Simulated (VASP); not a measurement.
A run of VASP 6.6.1 is set up as follows.

Contents of INCAR:

```
SYSTEM = CsAg
ALGO = Normal ; EDIFF = 1E-6
EDIFFG = -0.04 ; ENCUT = 600
GGA = PE ; IBRION = 2
ISIF = 3 ; ISMEAR = 0
LASPH = .True. ; LCHARG = .False.
LREAL = .False. ; LWAVE = .False.
NELM = 60 ; NSW = 90
PREC = Accurate ; SIGMA = 0.1
```

Contents of KPOINTS:

```
k-points
0
Gamma
  4 4 4
  0 0 0
```

The input POSCAR:

```
CsAg
1.0
    0.0000000000      3.3112531152      3.3112531152
    3.3112531152      0.0000000000      3.3112531152
    3.3112531152      3.3112531152      0.0000000000
Cs Ag
1 1
Direct
    0.0000000000      0.0000000000      0.0000000000
    0.7500000000      0.7500000000      0.7500000000
```

Potentials or basis: VASP PAW PBE potentials, release 64 (Cs_sv, Ag).

Launch:

```bash
$ cat potpaw_PBE.64/Cs_sv/POTCAR potpaw_PBE.64/Ag/POTCAR > POTCAR
$ mpirun -np 1 vasp_std > vasp.out
```

What does it give for the relaxed cell?

a = 6.027 Å, b = 6.027 Å, c = 6.027 Å, α = 60.00°, β = 60.00°, γ = 60.00°.

Estimate the band gap on the k mesh.

1.81 eV, direct.

Estimate the space group after relaxing (to 0.05 Å).

F-43m (No. 216).

The path:
| step | energy change (eV) | largest force (eV/Å) | pressure (GPa) | volume (Å³) |
| --- | --- | --- | --- | --- |
| 1 | 0.0000 | 0.0000 | 14.80 | 72.61 |
| 2 | -1.7518 | 0.0000 | 2.44 | 113.85 |
| 3 | -1.9314 | 0.0000 | 1.00 | 131.23 |
| 4 | -1.9780 | 0.0000 | -0.33 | 171.12 |
| 5 | -1.9951 | 0.0000 | -0.09 | 158.52 |
| 6 | -1.9961 | 0.0000 | 0.01 | 154.78 |

Caveat: the volume moved by over 15 % at a fixed basis, so the end points are rough; spin-orbit coupling is left out, which moves the levels of the heavy elements. A k mesh can miss the band edges.
